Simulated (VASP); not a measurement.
# H2C18O in VASP: a series of runs, part 2 of 3

VASP 6.6.1. The steps go on from the part before.

## 5. Single point, PBE+D3(BJ)

File INCAR:

```
SYSTEM = H2C18O
ALGO = Normal ; EDIFF = 1E-6
ENCUT = 520 ; GGA = PE
ISIF = 2 ; ISMEAR = -1
IVDW = 12 ; LASPH = .True.
LCHARG = .True. ; LELF = .True.
LREAL = Auto ; LVHAR = .True.
LWAVE = .False. ; NBANDS = 56
NELM = 100 ; PREC = Accurate
SIGMA = 0.05
```

File KPOINTS:

```
k-points
0
Gamma
  2 2 1
  0 0 0
```

File POSCAR:

```
H2C18O
1.0
    7.3980000000      0.0000000000      0.0000000000
   -3.6990000000      6.4068560000      0.0000000000
    0.0000000000      0.0000000000     13.0000000000
C O H
18 1 2
Direct
   -0.0006807204     -0.0037269450      0.0579902308
    0.2220157705      0.1078474372      0.0580390000
   -0.0002642117      0.3298397841      0.0581281538
    0.2216862150      0.4409371773      0.0581280000
   -0.0005352524      0.6627497169      0.0578070769
    0.2217876398      0.7739732249      0.0578533846
    0.3331196750     -0.0033832507      0.0580235385
    0.5551928467      0.1077384914      0.0581756154
    0.3329968023      0.3295380761      0.0581650000
    0.5552240733      0.4407960785      0.0581765385
    0.3327752319      0.6628767683      0.0580463846
    0.5554917304      0.7744289867      0.0581176923
    0.6663717876     -0.0038279306      0.0581553077
    0.8885663183      0.1074508308      0.0581504615
    0.6660893840      0.3297053968      0.0581730769
    0.8887716745      0.4411051224      0.0580463846
    0.6664439883      0.6631712965      0.0581102308
    0.8883464957      0.7743080225      0.0579106154
    0.1622845848      0.8162917974      0.3126106154
    0.2501811244      0.9405131003      0.3526530769
    0.2266413328      0.8485257043      0.2449246154
```

Potentials or basis: VASP PAW PBE potentials, release 64 (C, O, H).

Launch:

```bash
$ cat potpaw_PBE.64/C/POTCAR potpaw_PBE.64/O/POTCAR potpaw_PBE.64/H/POTCAR > POTCAR
$ mpirun -np 1 vasp_std > vasp.out
```

OUTCAR:

```text
SYSTEM = H2C18O
   EDIFF = 1E-6
   ENCUT = 520
   GGA = PE
   ISIF = 2
   ISMEAR = -1
   IVDW = 12
   LASPH = .True.
   LREAL = Auto
   NELM = 100
   PREC = Accurate
 IVDW          = 12

 ion  position               nearest neighbor table
   1  0.999  0.996  0.058-  14 1.42  18 1.42   2 1.43
   2  0.222  0.108  0.058-   9 1.42   7 1.42   1 1.43
   3  1.000  0.330  0.058-   4 1.42  16 1.42  14 1.42
   4  0.222  0.441  0.058-  11 1.42   3 1.42   9 1.43
   5  0.999  0.663  0.058-  16 1.42   6 1.42  18 1.43
   6  0.222  0.774  0.058-  11 1.42   5 1.42   7 1.43
[... 10 lines left out ...]
  17  0.666  0.663  0.058-  18 1.42  12 1.42  10 1.42
  18  0.888  0.774  0.058-  17 1.42   1 1.42   5 1.43
  19  0.162  0.816  0.313-  20 0.97  21 0.97
  20  0.250  0.941  0.353-  19 0.97
  21  0.227  0.849  0.245-  19 0.97

  LATTYP: Found a hexagonal cell.
 ALAT       =     7.3980000000
 C/A-ratio  =     1.7572316842

  Lattice vectors:

 A1 = (   7.3980000000,   0.0000000000,   0.0000000000)
 A2 = (  -3.6990000000,   6.4068560000,   0.0000000000)
 A3 = (   0.0000000000,   0.0000000000,  13.0000000000)

Analysis of symmetry for initial positions (statically):
=====================================================================
 Subroutine PRICEL returns:
 Original cell was already a primitive cell.

 Routine SETGRP: Setting up the symmetry group for a
 hexagonal supercell.

 Subroutine GETGRP returns: Found  1 space group operations
 (whereof  1 operations were pure point group operations)
 out of a pool of 24 trial point group operations.

The static configuration has the point symmetry C_1 .

Analysis of symmetry for dynamics (positions and initial velocities):
=====================================================================
 Subroutine PRICEL returns:
 Original cell was already a primitive cell.

 Routine SETGRP: Setting up the symmetry group for a
 hexagonal supercell.

 Subroutine GETGRP returns: Found  1 space group operations
 (whereof  1 operations were pure point group operations)
 out of a pool of 24 trial point group operations.

The dynamic configuration has the point symmetry C_1 .

 Subroutine INISYM returns: Found  1 space group operations
 (whereof  1 operations are pure point group operations),
 and found     1 'primitive' translations

----------------------------------------------------------------------------------------

                                     Primitive cell

  volume of cell :     616.1730

  direct lattice vectors                    reciprocal lattice vectors
     7.398000000  0.000000000  0.000000000     0.135171668  0.078041398  0.000000000
    -3.699000000  6.406856000  0.000000000     0.000000000  0.156082796  0.000000000
     0.000000000  0.000000000 13.000000000     0.000000000  0.000000000  0.076923077

  length of vectors
     7.398000000  7.398000054 13.000000000     0.156082797  0.156082796  0.076923077

  position of ions in fractional coordinates (direct lattice)
     0.999319280  0.996273055  0.057990231
     0.222015771  0.107847437  0.058039000
     0.999735788  0.329839784  0.058128154
     0.221686215  0.440937177  0.058128000
     0.999464748  0.662749717  0.057807077
     0.221787640  0.773973225  0.057853385
[... 13 lines left out ...]
     0.250181124  0.940513100  0.352653077
[... 52 lines left out ...]
 Following reciprocal coordinates:
            Coordinates               Weight
  0.000000  0.000000  0.000000      1.000000
  0.500000  0.000000  0.000000      1.000000
  0.000000  0.500000  0.000000      1.000000
  0.500000  0.500000  0.000000      1.000000
   k-points           NKPTS =      4   k-points in BZ     NKDIM =      4   number of bands    NBANDS=     56
   number of dos      NEDOS =    301   number of ions     NIONS =     21
   total plane-waves  NPLWV = 307328
   dimension x,y,z NGX =    56 NGY =   56 NGZ =   98
   dimension x,y,z NGXF=   112 NGYF=  112 NGZF=  196
   ions per type =              18   1   2
   NGX,Y,Z   is equivalent  to a cutoff of  12.58, 12.58, 12.53 a.u.
   NGXF,Y,Z  is equivalent  to a cutoff of  25.17, 25.17, 25.06 a.u.
 SYSTEM =  H2C18O
   PREC   = accura    normal or accurate (medium, high low for compatibility)
   ISTART =      0    job   : 0-new  1-cont  2-samecut
   ICHARG =      2    charge: 1-file 2-atom 10-const
   ISPIN  =      1    spin polarized calculation?
   LNONCOLLINEAR =      F non collinear calculations
   LSORBIT =      F    spin-orbit coupling
   LASPH  =      T    aspherical Exc in radial PAW
   ENCUT  =  520.0 eV  38.22 Ry    6.18 a.u.  13.76 13.76 24.17*2*pi/ulx,y,z
   NELM   =    100;   NELMIN=  2; NELMDL= -5     # of ELM steps
   EDIFF  = 0.1E-05   stopping-criterion for ELM
   LREAL  =      T    real-space projection
   EDIFFG = 0.1E-04   stopping-criterion for IOM
   NSW    =      0    number of steps for IOM
   IBRION =     -1    ionic relax: 0-MD 1-quasi-New 2-CG
   NFREE  =      0    steps in history (QN), initial steepest desc. (CG)
   ISIF   =      2    stress and relaxation
   ISYM   =      2    0-nonsym 1-usesym 2-fastsym
   POTIM  = 0.5000    time-step for ionic-motion
   TEBEG  =    0.0;   TEEND  =   0.0 temperature during run
   PSTRESS=    0.0 pullay stress
   NELECT =      80.0000    total number of electrons
   NUPDOWN=      -1.0000    fix difference up-down
   EMIN   =  10.00;   EMAX   =-10.00  energy-range for DOS
   EFERMI =   0.00;   METHOD = LEGACY
   ISMEAR =    -1;   SIGMA  =   0.05  broadening in eV -4-tet -1-fermi 0-gaus
   EFERMI_NEDOS =   21; number of points for ismear=-14 and -15
   IALGO  =     38    algorithm
   IMIX   =      4    mixing-type and parameters
     AMIX     =   0.40;   BMIX     =  1.00
     AMIX_MAG =   1.60;   BMIX_MAG =  1.00
  volume/ion in A,a.u.               =      29.34       198.01
  Fermi-wavevector in a.u.,A,eV,Ry     =   0.828967  1.566521  9.349739  0.687186
  Thomas-Fermi vector in A             =   1.941434
   LORBIT       =      0    0 simple, 1 ext, 2 COOP (PROOUT), +10 PAW based schemes
   GGA     = PE    functional components
   LHFCALC =     F    Hartree Fock is set to
   AEXX    =    0.0000 exact exchange contribution
   IVDW    =    12    specifies the selected vdW correction
   LEPSILON=     F    determine dielectric tensor
   LRPA    =     F    only Hartree local field effects (RPA)
 non-spin polarized calculation
  energy-cutoff  :      520.00
  volume of cell :      616.17
 maximum number of plane-waves:     16651
 NGX is ok and might be reduce to    56
   NGX = 27   NGY = 27   NGZ = 49

 number of electron      80.0000001 magnetization

 Free energy of the ion-electron system (eV)
  ---------------------------------------------------
  ext. energy  EPLUGINS =         0.00000000
  ---------------------------------------------------
  free energy    TOTEN  =      -179.88888347 eV

  energy without entropy =     -179.82133482  energy(sigma->0) =     -179.85510914

 E-fermi :  -1.9577     XC(G=0):  -3.7754

 val. band max:       -1.9578811044   @ k =   0.0000   0.0000   0.0000
 cond. band min:      -1.9262607745   @ k =   0.0000   0.0000   0.0000
 fundamental gap:      0.0316203299
 Fermi energy:        -1.9576801083

 k-point     1 :       0.0000    0.0000    0.0000
  band No.  band energies     occupation
      1     -22.6891      2.00000
      2     -21.4771      2.00000
      3     -18.9132      2.00000
      4     -18.9119      2.00000
      5     -18.8957      2.00000
      6     -18.8861      2.00000
[... 209 lines left out ...]
     51       3.8386      0.00000
     52       3.9427      0.00000
 [bands above 52 left out]

------------------------ aborting loop because EDIFF is reached ----------------------------------------

 Edisp (eV)   -1.71349

 E8    (eV) :    -0.5245

  FORCE on cell =-STRESS in cart. coord.  units (eV):
  Direction    XX          YY          ZZ          XY          YZ          ZX
  --------------------------------------------------------------------------------------
  -------------------------------------------------------------------------------------
  Total       1.42860     0.56625    -0.04100    -0.02721     0.05902    -0.02913
  in kB       3.71466     1.47236    -0.10660    -0.07075     0.15345    -0.07574
  external pressure =        1.69 kB  Pullay stress =        0.00 kB

 VOLUME and BASIS-vectors are now :
 -----------------------------------------------------------------------------
  energy-cutoff  :      520.00
  volume of cell :      616.17
      direct lattice vectors                 reciprocal lattice vectors
     7.398000000  0.000000000  0.000000000     0.135171668  0.078041398  0.000000000
    -3.699000000  6.406856000  0.000000000     0.000000000  0.156082796  0.000000000
     0.000000000  0.000000000 13.000000000     0.000000000  0.000000000  0.076923077

 POSITION                                       TOTAL-FORCE (eV/Angst)
 -----------------------------------------------------------------------------------
      3.70775      6.38298      0.75387         0.015927      0.013069     -0.003286
      1.24354      0.69096      0.75451        -0.009540     -0.007600      0.002591
      6.17597      2.11324      0.75567         0.003422     -0.009931     -0.001163
      0.00901      2.82502      0.75566         0.013718     -0.003277     -0.000266
      4.94253      4.24614      0.75149        -0.004086      0.006545     -0.002801
     -1.22214      4.95873      0.75209        -0.003378      0.011485      0.001432
[... 13 lines left out ...]
     -1.62812      6.02573      4.58449        -0.001109      0.066185      0.099899
     -1.46200      5.43638      3.18402         0.023871     -0.026663     -0.115847
 -----------------------------------------------------------------------------------
    total drift:                                0.007416      0.020107     -0.036203

  FREE ENERGIE OF THE ION-ELECTRON SYSTEM (eV)
  ---------------------------------------------------
  free  energy   TOTEN  =      -181.6023702792 eV

  energy  without entropy=     -181.5348216316  energy(sigma->0) =     -181.56859596
```

It took 11 min on 1 thread of Oxide Virtual Turin-like, shared host; peak memory 0.61 GiB.

Results:

```
Free energy                : -181.6024 eV
Largest force              : 0.121 eV/Å
Band gap on the k mesh     : 0.01 eV
Dispersion energy per atom : -0.082 eV
```

Forces in eV/Å, atoms in the order of the input:
```
C    0.016  0.013 -0.003
C   -0.010 -0.008  0.003
C    0.003 -0.010 -0.001
C    0.014 -0.003  0.000
C   -0.004  0.007 -0.003
C   -0.003  0.011  0.001
C    0.000 -0.010  0.004
C    0.014 -0.005 -0.004
C   -0.016  0.014 -0.001
C   -0.011  0.010  0.002
C    0.011 -0.006 -0.002
C   -0.013 -0.012  0.002
C   -0.010  0.010  0.000
C    0.000  0.013 -0.003
C    0.013  0.001  0.000
C   -0.004 -0.007 -0.002
C   -0.003 -0.018  0.002
C    0.009 -0.003  0.001
O   -0.028 -0.039  0.019
H   -0.001  0.066  0.100
H    0.024 -0.027 -0.116
```

Levels at points of the mesh, in eV from the valence-band top:
```csv
k point,band 38,band 39,band 40,band 41,band 42,band 43
"(0.00, 0.00, 0.00)",-2.63,-0.01,0.00,0.01,0.04,3.07
"(0.50, 0.00, 0.00)",-2.62,-2.57,-2.34,1.70,2.50,2.52
"(0.00, 0.50, 0.00)",-2.63,-2.56,-2.33,1.67,2.52,2.52
"(0.50, 0.50, 0.00)",-2.63,-2.55,-2.35,1.70,2.50,2.52
```

Caveat: the k points lie up to 0.49 Å⁻¹ apart; the smearing spreads over this small gap; there is no dipole correction, which matters where the two faces differ.

## 6. Single point, PBE+D3(BJ)

File INCAR:

```
PREC = Accurate
ENCUT = 520
EDIFF = 1E-6
ISMEAR = -1
SIGMA = 0.05
LREAL = Auto
LASPH = T
NELM = 100
ALGO = Normal
ISIF = 2
LWAVE = F
LCHARG = F
GGA = PE
IVDW = 12
NBANDS = 56
```

File KPOINTS:

```
Automatic mesh
0
Gamma
  2 2 1
```

File POSCAR:

```
H2C18O
1.0
    7.3980000000      0.0000000000      0.0000000000
   -3.6990000000      6.4068560000      0.0000000000
    0.0000000000      0.0000000000     13.0000000000
C O H
18 1 2
Direct
   -0.0010814274     -0.0001460935      0.0584712308
    0.2212292414      0.1110472906      0.0584586923
   -0.0016640841      0.3338356598      0.0584551538
    0.2218489862      0.4455846986      0.0584023077
   -0.0005018529      0.6677148667      0.0582683077
    0.2205624309      0.7782105607      0.0581610000
    0.3317908183      0.0006789602      0.0582913846
    0.5553128942      0.1123465238      0.0584248462
    0.3330587190      0.3345626935      0.0585157692
    0.5539011415      0.4449517829      0.0585146923
    0.3324049098      0.6664218768      0.0582241538
    0.5546259310      0.7776360199      0.0583824615
    0.6663817221      0.0011592269      0.0584545385
    0.8872096594      0.1116155881      0.0585371538
    0.6656401667      0.3332178841      0.0584910000
    0.8878555260      0.4442203789      0.0584106923
    0.6649783329      0.6671496909      0.0584764615
    0.8884345860      0.7789313510      0.0583998462
    0.2259257858      0.7754644400      0.3164026154
    0.2388808552      0.9011204560      0.3468109231
    0.2139531609      0.7934315989      0.2431393077
```

Potentials or basis: VASP PAW PBE potentials, release 64 (C, O, H).

Launch:

```bash
$ cat potpaw_PBE.64/C/POTCAR potpaw_PBE.64/O/POTCAR potpaw_PBE.64/H/POTCAR > POTCAR
$ mpirun -np 1 vasp_std > vasp.out
```

Wall time 9.9 min (1 thread of Oxide Virtual Turin-like, shared host); peak memory 0.6 GiB.

It converged, with:

```
Free energy                : -181.6020 eV
Largest force              : 0.123 eV/Å
Band gap on the k mesh     : 0.11 eV
Dispersion energy per atom : -0.082 eV
```

Forces in eV/Å, atoms in the order of the input:
```
C    0.000  0.007 -0.006
C   -0.010  0.006  0.001
C    0.008 -0.005 -0.002
C    0.002  0.000  0.000
C    0.000 -0.003  0.001
C    0.014  0.004  0.000
C    0.010 -0.011  0.000
C   -0.006 -0.011 -0.002
C   -0.005 -0.005  0.002
C    0.004  0.003 -0.004
C    0.001  0.007 -0.004
C   -0.017  0.002 -0.001
C   -0.008 -0.008 -0.001
C    0.010  0.008  0.003
C   -0.002  0.005  0.003
C   -0.006  0.007  0.000
C    0.004 -0.009  0.002
C    0.000 -0.001  0.002
O    0.029 -0.049  0.033
H   -0.031  0.078  0.090
H    0.002 -0.025 -0.116
```

Levels at points of the mesh, in eV from the valence-band top:
| k point | band 36 | band 37 | band 38 | band 39 | band 40 | band 41 | band 42 | band 43 | band 44 | band 45 |
| --- | --- | --- | --- | --- | --- | --- | --- | --- | --- | --- |
| (0.00, 0.00, 0.00) | -2.99 | -2.99 | -2.51 | -0.01 | 0.00 | 0.11 | 0.12 | 3.17 | 4.18 | 4.88 |
| (0.50, 0.00, 0.00) | -2.61 | -2.60 | -2.59 | -2.46 | -2.29 | 1.73 | 2.53 | 2.57 | 2.58 | 2.61 |
| (0.00, 0.50, 0.00) | -2.62 | -2.59 | -2.57 | -2.47 | -2.30 | 1.73 | 2.54 | 2.56 | 2.59 | 2.61 |
| (0.50, 0.50, 0.00) | -2.63 | -2.59 | -2.57 | -2.46 | -2.30 | 1.73 | 2.55 | 2.56 | 2.58 | 2.61 |

Caveat: the k points lie up to 0.49 Å⁻¹ apart; there is no dipole correction, which matters where the two faces differ.

[end of part 2 of 3]
